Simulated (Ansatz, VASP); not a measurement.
**SnSe: VASP beside Ansatz**

The input POSCAR:

```
SnSe
1.0
    0.0000000000      3.0496098055      3.0496098055
    3.0496098055      0.0000000000      3.0496098055
    3.0496098055      3.0496098055      0.0000000000
Sn Se
1 1
Direct
    0.0000000000      0.0000000000      0.0000000000
    0.5000000000      0.5000000000      0.5000000000
```

INCAR.step1

```
PREC     = Accurate       # precision mode
ENCUT    = 520            # plane-wave cutoff, eV
ISMEAR   = 0              # smearing method
SIGMA    = 0.02           # smearing width, eV
LREAL    = False          # projectors in reciprocal space
LASPH    = True           # aspherical terms in the spheres
NELM     = 150            # most SCF steps
ISPIN    = 2              # spin polarisation
MAGMOM   = 0.5 0          # initial moments
NBANDS   = 21             # bands
GGA      = PE             # functional
ALGO     = Normal         # electronic algorithm
EDIFF    = 1E-4           # SCF threshold, eV
LWAVE    = True           # write WAVECAR
LCHARG   = False          # write CHGCAR
```

File INCAR.step2:

```
PREC     = Accurate       # precision mode
ENCUT    = 520            # plane-wave cutoff, eV
EDIFF    = 1E-7           # SCF threshold, eV
ISMEAR   = 0              # smearing method
SIGMA    = 0.02           # smearing width, eV
LREAL    = False          # projectors in reciprocal space
LASPH    = True           # aspherical terms in the spheres
NELM     = 150            # most SCF steps
ALGO     = Normal         # electronic algorithm
ISIF     = 2              # what is computed and relaxed
LWAVE    = False          # write WAVECAR
LCHARG   = False          # write CHGCAR
ISPIN    = 2              # spin polarisation
MAGMOM   = 0.5 0          # initial moments
LORBIT   = 11             # projections on sites
METAGGA  = R2SCAN         # meta-GGA
LMIXTAU  = True         
NBANDS   = 21             # bands
ISTART   = 1
```

Contents of KPOINTS:

```
Automatic mesh
0
Gamma
  8 8 8
```

The input input.yaml:

```yaml
crystal:
  lattice:
    - [0.0, 3.0496098055, 3.0496098055]
    - [3.0496098055, 0.0, 3.0496098055]
    - [3.0496098055, 3.0496098055, 0.0]
  atoms:
    - { symbol: Sn, position: [0.0, 0.0, 0.0], spin: 0.5 }
    - { symbol: Se, position: [0.5, 0.5, 0.5] }
hamiltonian:
  xc: r2scan
  pseudopotentials: { kind: nc, accuracy: stringent }
magnetization:
  spin_polarized: true
kpoints:
  mp_grid: { grid: [8, 8, 8] }
scf:
  occupations: { method: gaussian, width: 0.02 }
output:
  forces: true
  stress: true
  eigenvalues: true
```

Alike in both runs: task single point; functional r2SCAN; k mesh 8 × 8 × 8; occupations gaussian, width 0.02 eV; collinear spin.

```csv
,VASP,Ansatz
version,VASP 6.6.1,Ansatz 0.2.0
potentials or method,"VASP PAW PBE potentials, release 64 (Sn_d, Se)",PseudoDojo stringent (PBE files)
plane-wave cutoff (eV),520,1415
valence electrons in the cell,20,46
```

VASP gave:

```
gap on the k mesh at the Fermi level (eV) : 0.28
least direct gap on the mesh (eV)         : 0.28
pressure (GPa)                            : -2.0
net moment per atom (μB)                  : 0.00
```

**Question.** What did Ansatz give for the same quantities?

**Answer.** gap on the k mesh at the Fermi level (eV): 0.25; least direct gap on the mesh (eV): 0.25; pressure (GPa): -2.1; net moment per atom (μB): 0.00.

VASP's potentials were made for PBE, not for r2SCAN. The functional is the same, so the differences come from potentials, cutoffs and numerics. VASP's potentials hold 20 valence electrons a cell and Ansatz's 46, so a difference there can come from the potentials and not from the codes.

Noted on Ansatz's run: the meta-GGA runs on potentials made for a GGA.
